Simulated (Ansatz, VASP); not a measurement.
**Two plane-wave programs on Fe4Si**

```
Fe Si
1.0
     3.91998    0.00000    0.00000
    -1.95999    3.39480    0.00000
     0.00000    0.00000    4.78302
Fe Si
4 1
Direct
  0.33333 0.66667 0.50000
  0.66667 0.33333 0.75545
  0.66667 0.33333 0.24455
  0.33333 0.66667 0.00000
  0.00000 0.00000 0.50000
```

Alike in both runs: functional PBE; k mesh 6 × 6 × 4; occupations gaussian, width 0.1 eV; collinear spin.

Ansatz relaxed the structure, and its values are those at the end. VASP's run is a single point on that final structure, the one shown.

|  | VASP | Ansatz |
| --- | --- | --- |
| version | VASP 6.6.1 | Ansatz 0.2.0 |
| potentials or method | VASP PAW PBE potentials, release 64 (Fe, Si), cutoff 520 eV | scalar-relativistic, plane waves, PAW |
| valence electrons in the cell | 36 | 68 |

|  | VASP | Ansatz | Ansatz less VASP |
| --- | --- | --- | --- |
| gap on the k mesh at the Fermi level (eV) | none | none | - |
| pressure (GPa) | 0.0 | 0.0 | +0.07 |
| rms of the force components (eV/Å) | 0.008 | 0.000 | -0.0084 |
| net moment per atom (μB) | 1.67 | 1.67 | -0.002 |
| size of the moment on the site where the two differ most (μB) | 1.44 | 1.47 | +0.026 |

Site moments also hang on the region over which each program counts them. A gap of «none» marks a metal or a gap that the smearing closes. VASP's potentials hold 36 valence electrons a cell and Ansatz's 68, so a difference there can come from the potentials and not from the codes.
